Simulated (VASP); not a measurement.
Set up this calculation in VASP 6.6.1, as the native input.

| Property | Result |
| --- | --- |
| Task | G0W0 quasiparticle levels |
| Functional | PBE |
| Potentials or basis | VASP PAW PBE potentials, release 64 (Ga_d_GW, N_GW) |
| Cutoff | 500 eV |
| k mesh | 6 × 6 × 4 |
| Occupations | gaussian, width 0.01 eV |
| Spin | no spin polarisation |
| Dipole correction | no |
| GW scheme | G0W0 |
| GW iterations | 1 |
| Cutoff of the response function | 80 |
| Frequency points | 96 |
| Empty bands | 72 |
| Further INCAR settings | ALGO = EVGW0; EDIFF = 1e-08; NBANDS = 90 |

Crystal: GaN.

```
Ga N
1.0
     3.30003    0.00000    0.00000
    -1.65002    2.85791    0.00000
     0.00000    0.00000    4.75587
Ga N
2 2
Cartesian
  0.0000 1.9053 1.1890
  1.6500 0.9526 3.5669
  1.6500 0.9526 1.1890
  0.0000 1.9053 3.5669
```

These files were run (other wordings do the same):

POSCAR

```
GaN
1.0
    3.3000348257      0.0000000000      0.0000000000
   -1.6500174128      2.8579139924      0.0000000000
    0.0000000000      0.0000000000      4.7558746756
Ga N
2 2
Direct
    0.3333333333      0.6666666667      0.2500000000
    0.6666666667      0.3333333333      0.7500000000
    0.6666666667      0.3333333333      0.2500000000
    0.3333333333      0.6666666667      0.7500000000
```

INCAR.step1

```
PREC     = Accurate       # precision mode
ENCUT    = 500            # plane-wave cutoff, eV
EDIFF    = 1E-8           # SCF threshold, eV
ISMEAR   = 0              # smearing method
SIGMA    = 0.01           # smearing width, eV
LREAL    = False          # projectors in reciprocal space
LASPH    = True           # aspherical terms in the spheres
NELM     = 80             # most SCF steps
ALGO     = Normal         # electronic algorithm
LWAVE    = True           # write WAVECAR
LCHARG   = False          # write CHGCAR
GGA      = PE             # functional
```

INCAR.step2

```
PREC     = Accurate       # precision mode
ENCUT    = 500            # plane-wave cutoff, eV
EDIFF    = 1E-8           # SCF threshold, eV
ISMEAR   = 0              # smearing method
SIGMA    = 0.01           # smearing width, eV
LREAL    = False          # projectors in reciprocal space
LASPH    = True           # aspherical terms in the spheres
NELM     = 1              # most SCF steps
ALGO     = Exact          # electronic algorithm
LWAVE    = True           # write WAVECAR
LCHARG   = False          # write CHGCAR
GGA      = PE             # functional
NBANDS   = 90             # bands
LOPTICS  = True           # frequency-dependent dielectric function
ISTART   = 1
```

INCAR.step3

```
PREC     = Accurate       # precision mode
ENCUT    = 500            # plane-wave cutoff, eV
EDIFF    = 1E-8           # SCF threshold, eV
ISMEAR   = 0              # smearing method
SIGMA    = 0.01           # smearing width, eV
LREAL    = False          # projectors in reciprocal space
LASPH    = True           # aspherical terms in the spheres
ALGO     = EVGW0          # electronic algorithm
LWAVE    = False          # write WAVECAR
LCHARG   = False          # write CHGCAR
GGA      = PE             # functional
NELMGW   = 1            
NBANDS   = 90             # bands
ENCUTGW  = 80.0           # cutoff of the response function
NOMEGA   = 96             # frequency points
PRECFOCK = Fast         
ISTART   = 1            
NBANDSGW = 26           
OMEGAMAX = 20
```

KPOINTS

```
regular mesh
0
Gamma
  6 6 4
```

Potentials or basis: VASP PAW PBE potentials, release 64 (Ga_d_GW, N_GW).

Run with:

```console
$ cat potpaw_PBE.64/Ga_d_GW/POTCAR potpaw_PBE.64/N_GW/POTCAR > POTCAR
$ cp INCAR.step1 INCAR
$ mpirun -np 1 vasp_std > vasp.out
$ cp INCAR.step2 INCAR
$ mpirun -np 1 vasp_std > vasp.out
$ cp INCAR.step3 INCAR
$ mpirun -np 1 vasp_std > vasp.out
```

Results of the run:

```
Quasiparticle gap                                   : 2.25 eV
Least direct quasiparticle gap                      : 2.25 eV
Band gap of the starting levels on the mesh         : 1.46 eV
Least direct gap of the starting levels on the mesh : 1.46 eV
```

Caveat: the k points lie up to 0.37 Å⁻¹ apart; bands, screening cutoff and mesh are small and nothing is extrapolated, so the quasiparticle values aren't converged.

Wall time 24 min on 1 thread of Intel(R) Xeon(R) Platinum 8259CL CPU @ 2.50GHz (Skylake/Cascade Lake), on a shared host, peak memory 0.74 GiB.
